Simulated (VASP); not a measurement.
C:

```
CELL_PARAMETERS angstrom
2.39288 0.00000 0.00000
-1.19644 2.07229 0.00000
0.00000 0.00000 2.23584
ATOMIC_POSITIONS crystal
C 0.00000 0.00000 0.00000
```

| Quantity | Value |
| --- | --- |
| Program | VASP 6.6.1 |
| Task | relaxation of cell and atoms |
| Functional | PBE |
| Potentials or basis | VASP PAW PBE potentials, release 64 (C) |
| Cutoff | 600 eV |
| k mesh | 9 × 9 × 8 |
| Occupations | gaussian, width 0.1 eV |
| Spin | no spin polarisation |

At the start: pressure -40.2 GPa; volume 11.09 Å³/atom.

**Question.** How do energy, volume and symmetry change on relaxing?

**Answer.** Over 16 steps the energy falls by 1781.5 meV/atom and the volume is 5.57 Å³/atom (-49.7 %); space group P6/mmm (No. 191, to 0.05 Å).

Step by step:
| step | energy change (eV) | largest force (eV/Å) | pressure (GPa) | volume (Å³) |
| --- | --- | --- | --- | --- |
| 1 | 0.0000 | 0.0000 | -40.16 | 11.09 |
| 2 | -1.1829 | 0.0000 | -48.04 | 7.19 |
| 3 | 56.3444 | 0.0000 | 13910.95 | 1.05 |
| 4 | -1.2715 | 0.0000 | -47.66 | 6.95 |
| 5 | 1.2429 | 0.0000 | 629.96 | 3.16 |
| 6 | -1.5043 | 0.0000 | -35.03 | 6.22 |
| 7 | -1.6040 | 0.0000 | 58.21 | 4.83 |
| 8 | -1.6594 | 0.0000 | -1.58 | 5.46 |
| 9 | -1.6662 | 0.0000 | 7.46 | 5.34 |
| 10 | -0.4983 | 0.0000 | 262.90 | 4.34 |
| 11 | -1.7293 | 0.0000 | 36.65 | 5.09 |
| 12 | -1.7356 | 0.0000 | 28.75 | 5.14 |
| 13 | -1.7695 | 0.0000 | -14.41 | 5.82 |
| 14 | -1.7805 | 0.0000 | -2.36 | 5.59 |
| 15 | -1.7769 | 0.0000 | 3.79 | 5.55 |
| 16 | -1.7815 | 0.0000 | -0.49 | 5.57 |

Final structure:
```cif
data_structure
_symmetry_space_group_name_H-M 'P 1'
_symmetry_Int_Tables_number 1
_cell_length_a 2.0148
_cell_length_b 2.0148
_cell_length_c 1.5857
_cell_angle_alpha 90.000
_cell_angle_beta 90.000
_cell_angle_gamma 120.000
_cell_volume 5.57
loop_
_atom_site_label
_atom_site_type_symbol
_atom_site_fract_x
_atom_site_fract_y
_atom_site_fract_z
_atom_site_occupancy
C1 C 0.00000 0.00000 0.00000 1
```

Caveat: the volume moved by over 15 % at a fixed basis, so the end points are rough.
